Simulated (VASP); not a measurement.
# InSe (C2/m) in VASP: further runs

The runs below take InSe through single point, with PBE+D4.

Program: VASP 6.6.1. These are calculated values, not measurements. Logs are shortened: lines on timing, memory, paths and dates and some standing lists are left out, and cuts for length are marked.

**1. The cell of the first run**

It takes space group C2/m (No. 12, monoclinic). Conventional cell: a = 11.930 Å, b = 4.127 Å, c = 4.324 Å, α = 90.00°, β = 111.04°, γ = 90.00°. In (site symmetry m) has 5 Se at 2.67 to 3.31 Å and 1 In at 2.79 Å within 3.5 Å. Se (site symmetry m) has 5 In at 2.67 to 3.31 Å and 3 Se at 3.34 to 3.61 Å within 3.7 Å.

**2. Single point, PBE+D4 (24.84 Å³/atom)**

INCAR

```
SYSTEM = InSe
PREC = Accurate
ENCUT = 520
EDIFF = 1E-6
ISMEAR = 0
SIGMA = 0.05
LREAL = .FALSE.
LASPH = .TRUE.
NELM = 100
ALGO = Normal
ISIF = 2
LWAVE = .FALSE.
LCHARG = .FALSE.
GGA = PE
IVDW = 13
NBANDS = 27
```

KPOINTS

```
regular mesh
0
G
  6 6 6
  0 0 0
```

POSCAR

```
InSe
1.0
    5.9648350118     -2.0634177043      0.0521483368
    5.9648350118      2.0634177043      0.0521483368
   -1.5880795974      0.0000000000      4.0222529532
In Se
2 2
Direct
    0.8830387280      0.8830387280     -0.0003073609
    0.1169612720      0.1169612720      1.0003073609
    0.6495361613      0.6495361613      0.6259450996
    0.3504638387      0.3504638387      0.3740549004
```

Potentials or basis: VASP PAW PBE potentials, release 64 (In_d, Se).

Launch:

```console
cat potpaw_PBE.64/In_d/POTCAR potpaw_PBE.64/Se/POTCAR > POTCAR
mpirun -np 1 vasp_std > vasp.out
```

OUTCAR:

```text
SYSTEM = InSe
   PREC = Accurate
   ENCUT = 520
   EDIFF = 1E-6
   ISMEAR = 0
   LREAL = .FALSE.
   LASPH = .TRUE.
   NELM = 100
   ISIF = 2
   GGA = PE
   IVDW = 13

 ion  position               nearest neighbor table
   1  0.883  0.883  1.000-   3 2.67   4 2.74   4 2.74   2 2.79   4 3.31   4 3.31   2 3.79   2 3.79

   2  0.117  0.117  0.000-   4 2.67   3 2.74   3 2.74   1 2.79   3 3.31   3 3.31   1 3.79   1 3.79

   3  0.650  0.650  0.626-   1 2.67   2 2.74   2 2.74   2 3.31   2 3.31
   4  0.350  0.350  0.374-   2 2.67   1 2.74   1 2.74   1 3.31   1 3.31

  LATTYP: Found a base centered monoclinic cell.
 ALAT       =    11.9301259284
 B/A-ratio  =     0.3459171708
 C/A-ratio  =     0.3624780917
 COS(beta)  =    -0.3590907079

  Lattice vectors:

 A1 = (   5.9648350118,  -2.0634177043,   0.0521483368)
 A2 = (   5.9648350118,   2.0634177043,   0.0521483368)
 A3 = (  -1.5880795974,   0.0000000000,   4.0222529532)

Analysis of symmetry for initial positions (statically):
=====================================================================
 Subroutine PRICEL returns:
 Original cell was already a primitive cell.

 Routine SETGRP: Setting up the symmetry group for a
 base centered monoclinic supercell.

 Subroutine GETGRP returns: Found  4 space group operations
 (whereof  4 operations were pure point group operations)
 out of a pool of  4 trial point group operations.

The static configuration has the point symmetry C_2h.

Analysis of symmetry for dynamics (positions and initial velocities):
=====================================================================
 Subroutine PRICEL returns:
 Original cell was already a primitive cell.

 Routine SETGRP: Setting up the symmetry group for a
 base centered monoclinic supercell.

 Subroutine GETGRP returns: Found  4 space group operations
 (whereof  4 operations were pure point group operations)
 out of a pool of  4 trial point group operations.

The dynamic configuration has the point symmetry C_2h.

 Subroutine INISYM returns: Found  4 space group operations
 (whereof  4 operations are pure point group operations),
 and found     1 'primitive' translations

----------------------------------------------------------------------------------------

                                     Primitive cell

  volume of cell :      99.3531

  direct lattice vectors                    reciprocal lattice vectors
     5.964835012 -2.063417704  0.052148337     0.083536265 -0.242316424  0.032982072
     5.964835012  2.063417704  0.052148337     0.083536265  0.242316424  0.032982072
    -1.588079597  0.000000000  4.022252953    -0.002166088  0.000000000  0.247761663

  length of vectors
     6.311867298  6.311867298  4.324409281     0.258424794  0.258424794  0.247771131

  position of ions in fractional coordinates (direct lattice)
     0.883038728  0.883038728  0.999692639
     0.116961272  0.116961272  0.000307361
     0.649536161  0.649536161  0.625945100
     0.350463839  0.350463839  0.374054900

  ion indices of the primitive-cell ions
   primitive index   ion index
                 1           1
                 2           2
                 3           3
                 4           4

----------------------------------------------------------------------------------------

 KPOINTS: regular mesh

Automatic generation of k-mesh.
 Grid dimensions read from file:
 generate k-points for:    6    6    6

 Generating k-lattice:

  Cartesian coordinates                     Fractional coordinates (reciprocal lattice)
     0.013922711 -0.040386071  0.005497012     0.166666667  0.000000000  0.000000000
     0.013922711  0.040386071  0.005497012     0.000000000  0.166666667  0.000000000
    -0.000361015  0.000000000  0.041293610     0.000000000  0.000000000  0.166666667

  Length of vectors
     0.043070799  0.043070799  0.041295189

  Shift w.r.t. Gamma in fractional coordinates (k-lattice)
     0.000000000  0.000000000  0.000000000

 Subroutine IBZKPT returns following result:
 ===========================================

 Found     68 irreducible k-points:

 Following reciprocal coordinates:
            Coordinates               Weight
  0.000000  0.000000  0.000000      1.000000
  0.166667 -0.000000 -0.000000      4.000000
  0.333333  0.000000  0.000000      4.000000
  0.500000 -0.000000 -0.000000      2.000000
  0.166667  0.166667  0.000000      2.000000
  0.333333  0.166667 -0.000000      4.000000
[... 16 lines left out ...]
 -0.333333  0.166667  0.166667      4.000000
 -0.166667  0.166667  0.166667      4.000000
 [... further k-points ...]
   k-points           NKPTS =     68   k-points in BZ     NKDIM =     68   number of bands    NBANDS=     27
   number of dos      NEDOS =    301   number of ions     NIONS =      4
   total plane-waves  NPLWV =  73728
   dimension x,y,z NGX =    48 NGY =   48 NGZ =   32
   dimension x,y,z NGXF=    96 NGYF=   96 NGZF=   64
   ions per type =               2   2
   NGX,Y,Z   is equivalent  to a cutoff of  12.64, 12.64, 12.30 a.u.
   NGXF,Y,Z  is equivalent  to a cutoff of  25.29, 25.29, 24.60 a.u.
 SYSTEM =  InSe
   PREC   = accura    normal or accurate (medium, high low for compatibility)
   ISTART =      0    job   : 0-new  1-cont  2-samecut
   ICHARG =      2    charge: 1-file 2-atom 10-const
   ISPIN  =      1    spin polarized calculation?
   LNONCOLLINEAR =      F non collinear calculations
   LSORBIT =      F    spin-orbit coupling
   LASPH  =      T    aspherical Exc in radial PAW
   ENCUT  =  520.0 eV  38.22 Ry    6.18 a.u.  11.74 11.74  8.04*2*pi/ulx,y,z
   NELM   =    100;   NELMIN=  2; NELMDL= -5     # of ELM steps
   EDIFF  = 0.1E-05   stopping-criterion for ELM
   LREAL  =      F    real-space projection
   EDIFFG = 0.1E-04   stopping-criterion for IOM
   NSW    =      0    number of steps for IOM
   IBRION =     -1    ionic relax: 0-MD 1-quasi-New 2-CG
   NFREE  =      0    steps in history (QN), initial steepest desc. (CG)
   ISIF   =      2    stress and relaxation
   ISYM   =      2    0-nonsym 1-usesym 2-fastsym
   POTIM  = 0.5000    time-step for ionic-motion
   TEBEG  =    0.0;   TEEND  =   0.0 temperature during run
   PSTRESS=    0.0 pullay stress
   NELECT =      38.0000    total number of electrons
   NUPDOWN=      -1.0000    fix difference up-down
   EMIN   =  10.00;   EMAX   =-10.00  energy-range for DOS
   EFERMI =   0.00;   METHOD = LEGACY
   ISMEAR =     0;   SIGMA  =   0.05  broadening in eV -4-tet -1-fermi 0-gaus
   EFERMI_NEDOS =   21; number of points for ismear=-14 and -15
   IALGO  =     38    algorithm
   IMIX   =      4    mixing-type and parameters
     AMIX     =   0.40;   BMIX     =  1.00
     AMIX_MAG =   1.60;   BMIX_MAG =  1.00
  volume/ion in A,a.u.               =      24.84       167.62
  Fermi-wavevector in a.u.,A,eV,Ry     =   1.188344  2.245645 19.213625  1.412162
  Thomas-Fermi vector in A             =   2.324476
   LORBIT       =      0    0 simple, 1 ext, 2 COOP (PROOUT), +10 PAW based schemes
   GGA     = PE    functional components
   LHFCALC =     F    Hartree Fock is set to
   AEXX    =    0.0000 exact exchange contribution
   IVDW    =    13    specifies the selected vdW correction
   LEPSILON=     F    determine dielectric tensor
   LRPA    =     F    only Hartree local field effects (RPA)
 non-spin polarized calculation
 Gauss-broadening in eV      SIGMA  =   0.05
  energy-cutoff  :      520.00
  volume of cell :       99.35
 maximum number of plane-waves:      2696
   NGX = 23   NGY = 23   NGZ = 17

 number of electron      38.0000003 magnetization

 Free energy of the ion-electron system (eV)
  ---------------------------------------------------
  ext. energy  EPLUGINS =         0.00000000
  ---------------------------------------------------
  free energy    TOTEN  =       -13.91269480 eV

  energy without entropy =      -13.91269480  energy(sigma->0) =      -13.91269480

 E-fermi :   5.7791     XC(G=0):  -9.8477

 val. band max:        5.5133850797   @ k =  -0.3333  -0.3333   0.3333
 cond. band min:       5.9989204887   @ k =   0.3333   0.3333   0.0000
 fundamental gap:      0.4855354090
 Fermi energy:         5.7791478017

 k-point     1 :       0.0000    0.0000    0.0000
  band No.  band energies     occupation
      1      -9.2052      2.00000
      2      -9.1457      2.00000
      3      -8.8939      2.00000
      4      -8.8922      2.00000
      5      -8.8644      2.00000
      6      -8.8611      2.00000
[... 19 lines left out ...]
     26      12.8982      0.00000
     27      14.3565      0.00000

 k-point     2 :       0.1667   -0.0000   -0.0000
  band No.  band energies     occupation
      1      -9.2056      2.00000
      2      -9.1269      2.00000
      3      -8.9489      2.00000
      4      -8.8865      2.00000
      5      -8.8801      2.00000
      6      -8.8447      2.00000
[... 19 lines left out ...]
     26      12.7264      0.00000
     27      13.5066      0.00000

 k-point     3 :       0.3333    0.0000    0.0000
  band No.  band energies     occupation
      1      -9.1990      2.00000
      2      -9.1208      2.00000
      3      -8.9862      2.00000
      4      -8.9244      2.00000
      5      -8.8655      2.00000
      6      -8.8579      2.00000
[... 19 lines left out ...]
     26      13.1771      0.00000
     27      13.3593      0.00000

 k-point     4 :       0.5000   -0.0000   -0.0000
  band No.  band energies     occupation
      1      -9.1926      2.00000
      2      -9.1362      2.00000
      3      -8.9672      2.00000
      4      -8.9551      2.00000
      5      -8.8728      2.00000
      6      -8.8498      2.00000
[... 19 lines left out ...]
     26      13.0534      0.00000
     27      14.0853      0.00000

 k-point     5 :       0.1667    0.1667    0.0000
  band No.  band energies     occupation
      1      -9.2461      2.00000
      2      -9.0907      2.00000
      3      -8.9156      2.00000
      4      -8.8961      2.00000
      5      -8.8641      2.00000
      6      -8.8581      2.00000
[... 19 lines left out ...]
     26      12.8562      0.00000
     27      13.7165      0.00000

 k-point     6 :       0.3333    0.1667   -0.0000
  band No.  band energies     occupation
      1      -9.2555      2.00000
      2      -9.0552      2.00000
      3      -8.9505      2.00000
      4      -8.9021      2.00000
      5      -8.8852      2.00000
      6      -8.8422      2.00000
[... 444 lines left out ...]
      1      -9.2605      2.00000
      2      -9.0561      2.00000
      3      -8.9562      2.00000
      4      -8.9063      2.00000
      5      -8.8779      2.00000
      6      -8.8492      2.00000
[... 19 lines left out ...]
     26      12.0015      0.00000
     27      13.3619      0.00000

 k-point    22 :       0.5000    0.1667    0.1667
  band No.  band energies     occupation
      1      -9.2560      2.00000
      2      -9.0817      2.00000
      3      -8.9801      2.00000
      4      -8.9542      2.00000
      5      -8.8751      2.00000
      6      -8.8491      2.00000
[... 19 lines left out ...]
     26      11.6177      0.00000
     27      13.4366      0.00000

 k-point    23 :      -0.3333    0.1667    0.1667
  band No.  band energies     occupation
      1      -9.2309      2.00000
      2      -9.1247      2.00000
      3      -9.0252      2.00000
      4      -8.9419      2.00000
      5      -8.8776      2.00000
      6      -8.8397      2.00000
[... 19 lines left out ...]
     26      11.9100      0.00000
     27      14.2594      0.00000

 k-point    24 :      -0.1667    0.1667    0.1667
  band No.  band energies     occupation
      1      -9.1780      2.00000
      2      -9.1688      2.00000
      3      -9.0238      2.00000
      4      -8.9197      2.00000
      5      -8.8667      2.00000
      6      -8.8498      2.00000
[... 19 lines left out ...]
     26      12.9856      0.00000
     27      13.6483      0.00000

 [... further k-points ...]

------------------------ aborting loop because EDIFF is reached ----------------------------------------

  DFT-D4 for vdW energy calculation

  Edisp (eV):   -1.54298

  FORCE on cell =-STRESS in cart. coord.  units (eV):
  Direction    XX          YY          ZZ          XY          YZ          ZX
  --------------------------------------------------------------------------------------
  -------------------------------------------------------------------------------------
  Total       0.75120     0.72395     0.74387     0.00000     0.00000     0.02323
  in kB      12.11390    11.67456    11.99568     0.00000     0.00000     0.37468
  external pressure =       11.93 kB  Pullay stress =        0.00 kB

 VOLUME and BASIS-vectors are now :
 -----------------------------------------------------------------------------
  energy-cutoff  :      520.00
  volume of cell :       99.35
      direct lattice vectors                 reciprocal lattice vectors
     5.964835012 -2.063417704  0.052148337     0.083536265 -0.242316424  0.032982072
     5.964835012  2.063417704  0.052148337     0.083536265  0.242316424  0.032982072
    -1.588079597  0.000000000  4.022252953    -0.002166088  0.000000000  0.247761663

 POSITION                                       TOTAL-FORCE (eV/Angst)
 -----------------------------------------------------------------------------------
      8.94677      0.00000      4.11311         0.015029      0.000000      0.001651
      1.39482      0.00000      0.01343        -0.015029      0.000000     -0.001651
      6.75470      0.00000      2.58545        -0.007785      0.000000     -0.009801
      3.58689      0.00000      1.54110         0.007785      0.000000      0.009801
 -----------------------------------------------------------------------------------
    total drift:                                0.000000     -0.000000     -0.000000

  FREE ENERGIE OF THE ION-ELECTRON SYSTEM (eV)
  ---------------------------------------------------
  free  energy   TOTEN  =       -15.4556780020 eV

  energy  without entropy=      -15.4556780020  energy(sigma->0) =      -15.45567800
```

Run time: 94 s. Hardware: 1 thread of Intel Xeon 6975P-C (Granite Rapids), shared host; peak memory 0.34 GiB.

Results:

```
Free energy                : -15.4557 eV
Pressure                   : 1.2 GPa
Largest force              : 0.015 eV/Å
Band gap on the k mesh     : 0.49 eV (least direct gap 1.06 eV)
Dispersion energy per atom : -0.386 eV
```

Forces on the atoms (eV/Å):
```
In   0.015  0.000  0.002
In  -0.015  0.000 -0.002
Se  -0.008  0.000 -0.010
Se   0.008  0.000  0.010
```

Caveat: spin-orbit coupling is left out, which moves the levels of the heavy elements.

**3. Single point, PBE+D4 (25.36 Å³/atom)**

This run uses another cell than the first one, of 25.36 Å³/atom.

INCAR

```
  PREC = Accurate
  ENCUT = 520
  EDIFF = 1E-7
  ISMEAR = 0
  SIGMA = 0.05
  LREAL = False
  LASPH = True
  NELM = 80
  ALGO = Normal
  ISIF = 2
  LWAVE = False
  LCHARG = True
  GGA = PE
  IVDW = 13
  LELF = True
  LVHAR = True
  NBANDS = 27
```

KPOINTS

```
Automatic mesh
0
Gamma
  6 6 6
```

POSCAR

```
InSe
1.0
    5.9560291854     -2.0670971279      0.0354415397
    5.9560291854      2.0670971279      0.0354415397
   -1.5977634257      0.0000000000      4.1094624035
In Se
2 2
Direct
    0.8840509279      0.8840509279      0.0108074098
    0.1159490721      0.1159490721      0.9891925902
    0.6513001680      0.6513001680      0.6295102702
    0.3486998320      0.3486998320      0.3704897298
```

Potentials or basis: VASP PAW PBE potentials, release 64 (In_d, Se).

Launch:

```console
cat potpaw_PBE.64/In_d/POTCAR potpaw_PBE.64/Se/POTCAR > POTCAR
mpirun -np 1 vasp_std > vasp.out
```

Run time: 2.8 min. Hardware: 1 thread of Intel Xeon 6975P-C (Granite Rapids), shared host; peak memory 0.36 GiB.

The run converged. Its results:

- Free energy: -15.4663 eV
- Pressure: 0.5 GPa
- Largest force: 0.012 eV/Å
- Band gap on the k mesh: 0.60 eV (least direct gap 1.06 eV)
- Dispersion energy per atom: -0.378 eV

Forces on the atoms (eV/Å):
```
In   0.012  0.000 -0.002
In  -0.012  0.000  0.002
Se   0.000  0.000 -0.009
Se   0.000  0.000  0.009
```

Levels at points of the mesh, in eV from the valence-band top:
```
           k point  band 17  band 18  band 19  band 20  band 21  band 22
(0.00, 0.00, 0.00)    -2.48    -1.92    -1.68     2.40     3.66     4.22
(0.50, 0.00, 0.00)    -1.59    -1.54    -0.83     1.61     2.53     3.13
(0.50, 0.50, 0.00)    -1.26    -1.04    -0.56     0.77     2.39     2.95
(0.00, 0.00, 0.50)    -1.85    -1.27    -0.19     0.87     2.55     3.21
(0.50, 0.00, 0.50)    -2.89    -2.57    -2.15     1.78     3.18     4.25
(0.50, 0.50, 0.50)    -1.57    -1.44    -0.25     1.90     2.97     2.98
```

Caveat: spin-orbit coupling is left out, which moves the levels of the heavy elements. A hybrid or GW would open this gap; PBE tends to underestimate it.

(Part 1 of 2 ends here.)
